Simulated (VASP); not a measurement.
# C in VASP: a series of runs, part 3 of 3

VASP 6.6.1. Earlier steps stand in the parts before.

## 6. Relaxation of cell and atoms, PBE

Input file INCAR:

```
  PREC = Accurate
  ENCUT = 600
  EDIFF = 1E-6
  ISMEAR = 0
  SIGMA = 0.1
  LREAL = F
  LASPH = T
  NELM = 100
  ALGO = Normal
  ISIF = 3
  LWAVE = F
  LCHARG = F
  GGA = PE
  IBRION = 2
  NSW = 90
  EDIFFG = -0.04
```

Input file KPOINTS:

```
regular mesh
0
Gamma
  4 4 4
```

Input file POSCAR:

```
C
1.0
    4.2095714900      0.0000000000      0.0000000000
    0.0000000000      3.8245575600      0.0000000000
    0.0000000000      0.0000000000      4.5901081200
C
12
Direct
    0.3325590500      0.0000000000      0.0000000000
    0.1674409500      0.0000000000      0.5000000000
    0.6674409500      0.0000000000      0.0000000000
    0.8325590500      0.0000000000      0.5000000000
    0.6785438200      0.6424874100      0.1059018100
    0.8214561800      0.3575125900      0.6059018100
    0.8214561800      0.6424874100      0.3940981900
    0.6785438200      0.3575125900      0.8940981900
    0.3214561800      0.3575125900      0.8940981900
    0.1785438200      0.6424874100      0.3940981900
    0.1785438200      0.3575125900      0.6059018100
    0.3214561800      0.6424874100      0.1059018100
```

Potentials or basis: VASP PAW PBE potentials, release 64 (C).

On the command line:

```bash
$ cat potpaw_PBE.64/C/POTCAR > POTCAR
$ mpirun -np 1 vasp_std > vasp.out
```

OUTCAR:

```text
PREC = Accurate
   ENCUT = 600
   EDIFF = 1E-6
   ISMEAR = 0
   LREAL = F
   LASPH = T
   NELM = 100
   ISIF = 3
   GGA = PE
   IBRION = 2
   NSW = 90
   EDIFFG = -0.04

 ion  position               nearest neighbor table
   1  0.333  0.000  0.000-   3 1.41   9 1.45  12 1.45   5 2.06   8 2.06
   2  0.167  0.000  0.500-   4 1.41  10 1.45  11 1.45   6 2.06   7 2.06
   3  0.667  0.000  0.000-   1 1.41   5 1.45   8 1.45   9 2.06  12 2.06
   4  0.833  0.000  0.500-   2 1.41   6 1.45   7 1.45  10 2.06  11 2.06
   5  0.679  0.642  0.106-   3 1.45   7 1.45   8 1.46  12 1.50   1 2.06
   6  0.821  0.358  0.606-   4 1.45   8 1.45   7 1.46  11 1.50   2 2.06
   7  0.821  0.642  0.394-   4 1.45   5 1.45   6 1.46  10 1.50   2 2.06
   8  0.679  0.358  0.894-   3 1.45   6 1.45   5 1.46   9 1.50   1 2.06
   9  0.321  0.358  0.894-   1 1.45  11 1.45  12 1.46   8 1.50   3 2.06
  10  0.179  0.642  0.394-   2 1.45  12 1.45  11 1.46   7 1.50   4 2.06
  11  0.179  0.358  0.606-   2 1.45   9 1.45  10 1.46   6 1.50   4 2.06
  12  0.321  0.642  0.106-   1 1.45  10 1.45   9 1.46   5 1.50   3 2.06

  LATTYP: Found a simple orthorhombic cell.
 ALAT       =     3.8245575600
 B/A-ratio  =     1.1006688810
 C/A-ratio  =     1.2001670907

  Lattice vectors:

 A1 = (   0.0000000000,  -3.8245575600,   0.0000000000)
 A2 = (   4.2095714900,   0.0000000000,   0.0000000000)
 A3 = (   0.0000000000,   0.0000000000,   4.5901081200)

Analysis of symmetry for initial positions (statically):
=====================================================================
 Subroutine PRICEL returns:
 Original cell was already a primitive cell.

 Routine SETGRP: Setting up the symmetry group for a
 simple orthorhombic supercell.

 Subroutine GETGRP returns: Found  8 space group operations
 (whereof  4 operations were pure point group operations)
 out of a pool of  8 trial point group operations.

The static configuration has the point symmetry C_2h.
 The point group associated with its full space group is D_2h.

Analysis of symmetry for dynamics (positions and initial velocities):
[... 176 lines left out ...]
 Free energy of the ion-electron system (eV)
  ---------------------------------------------------
  ext. energy  EPLUGINS =         0.00000000
  ---------------------------------------------------
  free energy    TOTEN  =       -94.34899522 eV

  energy without entropy =      -94.34892424  energy(sigma->0) =      -94.34895973

------------------------ aborting loop because EDIFF is reached ----------------------------------------

  FORCE on cell =-STRESS in cart. coord.  units (eV):
  Direction    XX          YY          ZZ          XY          YZ          ZX
  --------------------------------------------------------------------------------------
  -------------------------------------------------------------------------------------
  Total       20.7988785     42.2286026     26.9656128      0.0000000      0.0000000      0.0000000
  in kB      450.9293404    915.5357065    584.6270016      0.0000000      0.0000000      0.0000000
  external PRESSURE =     650.3640162 kB  Pullay stress =       0.0000000 kB
[... 119 lines left out ...]
  FREE ENERGIE OF THE ION-ELECTRON SYSTEM (eV)
  ---------------------------------------------------
  free  energy   TOTEN  =       -97.0610604449 eV

  energy  without entropy=      -97.0610604449  energy(sigma->0) =      -97.06106044

[... ionic steps 4 to 16 ...]

--------------------------------------- Ionic step       17  -------------------------------------------

 number of electron      48.0000003 magnetization

------------------------ aborting loop because EDIFF is reached ----------------------------------------
[... 87 lines left out ...]
--------------------------------------- Ionic step       19  -------------------------------------------

 number of electron      48.0000004 magnetization

 Free energy of the ion-electron system (eV)
  ---------------------------------------------------
  ext. energy  EPLUGINS =         0.00000000
  ---------------------------------------------------
  free energy    TOTEN  =       -98.64443708 eV

  energy without entropy =      -98.64443708  energy(sigma->0) =      -98.64443708

 E-fermi :   5.8272     XC(G=0): -11.1007

 val. band max:        5.3972014871   @ k =   0.0000   0.5000   0.0000
 cond. band min:       7.0593305254   @ k =   0.0000   0.0000   0.0000
 fundamental gap:      1.6621290383
 Fermi energy:         5.8272351450

 k-point     1 :       0.0000    0.0000    0.0000
  band No.  band energies     occupation
      1     -14.4197      2.00000
      2     -12.6300      2.00000
      3      -9.5236      2.00000
      4      -9.3851      2.00000
      5      -7.3461      2.00000
      6      -6.4624      2.00000
[... 805 lines left out ...]
     30      11.1969      0.00000
     31      12.2748      0.00000

 [... further k-points ...]

------------------------ aborting loop because EDIFF is reached ----------------------------------------

  FORCE on cell =-STRESS in cart. coord.  units (eV):
  Direction    XX          YY          ZZ          XY          YZ          ZX
  --------------------------------------------------------------------------------------
  -------------------------------------------------------------------------------------
  Total        0.3168679      0.2920928      0.1784678      0.0000000      0.0000000      0.0000000
  in kB        5.4157301      4.9922889      3.0502725      0.0000000      0.0000000      0.0000000
  external PRESSURE =       4.4860971 kB  Pullay stress =       0.0000000 kB
[... 27 lines left out ...]
  FREE ENERGIE OF THE ION-ELECTRON SYSTEM (eV)
  ---------------------------------------------------
  free  energy   TOTEN  =       -98.6444370833 eV

  energy  without entropy=      -98.6444370833  energy(sigma->0) =      -98.64443708

 reached required accuracy - stopping structural energy minimisation
```

Wall time 18 min (1 thread of AMD EPYC 7R13 (Zen 3), shared host); peak memory 0.19 GiB.

What came out:

* Free energy: -98.6444 eV
* Relaxed volume: 7.81 Å³/atom
* Relaxed cell: a = 5.006 Å, b = 3.948 Å, c = 4.744 Å, α = 90.00°, β = 90.00°, γ = 90.00°
* Space group after relaxing (to 0.1 Å): Pmna (No. 53)
* Pressure after relaxing: 0.4 GPa
* Largest force after relaxing: 0.022 eV/Å

Forces in eV/Å, atoms in the order of the input:
```
C   -0.022  0.000  0.000
C    0.022  0.000  0.000
C    0.022  0.000  0.000
C   -0.022  0.000  0.000
C   -0.020  0.000 -0.004
C    0.020  0.000 -0.004
C    0.020  0.000  0.004
C   -0.020  0.000  0.004
C    0.020  0.000  0.004
C   -0.020  0.000  0.004
C   -0.020  0.000 -0.004
C    0.020  0.000 -0.004
```

Stress tensor (GPa, compression positive):
```
0.54 0.00 0.00
0.00 0.50 0.00
0.00 0.00 0.31
```

Final structure:
```
CELL_PARAMETERS angstrom
5.00564 0.00000 0.00000
0.00000 3.94767 0.00000
0.00000 0.00000 4.74385
ATOMIC_POSITIONS crystal
C 0.36837 0.00000 0.00000
C 0.13163 0.00000 0.50000
C 0.63163 0.00000 0.00000
C 0.86837 0.00000 0.50000
C 0.66734 0.63998 0.11675
C 0.83266 0.36002 0.61675
C 0.83266 0.63998 0.38325
C 0.66734 0.36002 0.88325
C 0.33266 0.36002 0.88325
C 0.16734 0.63998 0.38325
C 0.16734 0.36002 0.61675
C 0.33266 0.63998 0.11675
```

Caveat: the volume moved by over 15 % at a fixed basis, so the end points are rough; this functional lacks dispersion, which binds layers or chains, so the pressure and a relaxed spacing across them are unreliable.

## 7. Single point, PBE

This run uses another cell than the first one, of 7.83 Å³/atom.

Input file INCAR:

```
ALGO = Normal
EDIFF = 1E-7
ENCUT = 520
GGA = PE
ISIF = 2
ISMEAR = 0
LASPH = T
LCHARG = F
LREAL = F
LWAVE = F
NBANDS = 36
NELM = 100
PREC = Accurate
SIGMA = 0.02
```

Input file KPOINTS:

```
k-points
0
Gamma
  6 8 6
```

Input file POSCAR:

```
C
1.0
    5.0255523577      0.0000000000      0.0000000000
    0.0000000000      3.9453931050      0.0000000000
    0.0000000000      0.0000000000      4.7389547103
C
12
Direct
    0.3689934717      0.0000000000      0.0000000000
    0.1310065283      0.0000000000      0.5000000000
    0.6310065283      0.0000000000      0.0000000000
    0.8689934717      0.0000000000      0.5000000000
    0.6668494652      0.6400039432      0.1169869733
    0.8331505348      0.3599960568      0.6169869733
    0.8331505348      0.6400039432      0.3830130267
    0.6668494652      0.3599960568      0.8830130267
    0.3331505348      0.3599960568      0.8830130267
    0.1668494652      0.6400039432      0.3830130267
    0.1668494652      0.3599960568      0.6169869733
    0.3331505348      0.6400039432      0.1169869733
```

On the command line:

```bash
$ cat potpaw_PBE.64/C/POTCAR > POTCAR
$ mpirun -np 1 vasp_std > vasp.out
```

Run time: 4.2 min. Hardware: 1 thread of AMD EPYC 7R13 (Zen 3), shared host; peak memory 0.27 GiB.

Results (log left out):

- Free energy: -98.6685 eV
- Pressure: 0.5 GPa
- Largest force: 0.086 eV/Å

Forces on the atoms (eV/Å):
```
C   -0.086  0.000  0.000
C    0.086  0.000  0.000
C    0.086  0.000  0.000
C   -0.086  0.000  0.000
C    0.015 -0.016  0.005
C   -0.015  0.016  0.005
C   -0.015 -0.016 -0.005
C    0.015  0.016 -0.005
C   -0.015  0.016 -0.005
C    0.015 -0.016 -0.005
C    0.015  0.016  0.005
C   -0.015 -0.016  0.005
```

Stress tensor (GPa, compression positive):
```
0.68 0.00 0.00
0.00 0.57 0.00
0.00 0.00 0.25
```

Caveat: this functional lacks dispersion, which binds layers or chains, so the pressure and a relaxed spacing across them are unreliable.

## 8. Overview

```tsv
task	cell	k mesh	cutoff (eV)	smearing	pressure (GPa)	largest force (eV/Å)
single point	a = 4.210, b = 3.825, c = 4.590 Å, 12 atoms, atomic positions A	4 × 4 × 4	520	gaussian 0.1 eV	65.7	4.06
single point	a = 5.012, b = 3.947, c = 4.744 Å, 12 atoms, atomic positions B	4 × 4 × 4	520	gaussian 0.1 eV	0.5	0.07
single point	a = 3.945, b = 4.739, c = 5.026 Å, 12 atoms, atomic positions C	4 × 4 × 4	520	gaussian 0.1 eV	0.5	0.08
single point	a = 3.945, b = 4.736, c = 5.030 Å, 12 atoms, atomic positions D	4 × 4 × 4	520	gaussian 0.1 eV	0.5	0.09
relaxation of cell and atoms	relaxed from a = 4.210, b = 3.825, c = 4.590 Å, 12 atoms, atomic positions A	4 × 4 × 4	600	gaussian 0.1 eV	0.4	0.02
single point	a = 5.026, b = 3.945, c = 4.739 Å, 12 atoms, atomic positions C	6 × 8 × 6	520	gaussian 0.02 eV	0.5	0.09
```

Alike in all rows: level PBE; potentials or basis VASP PAW PBE potentials, release 64 (C); no spin polarisation.

Caveats: this functional lacks dispersion, which binds layers or chains, so the pressure and a relaxed spacing across them are unreliable; the stress differs along the axes, from 46 to 92 GPa (at least some runs); forces of over 1 eV/Å act on the atoms, so gaps and moduli don't describe the material at rest (at least some runs); the volume moved by over 15 % at a fixed basis, so the end points are rough (at least some runs).

Total energies depend on the potentials used, so only differences within one code and one set of settings carry meaning.
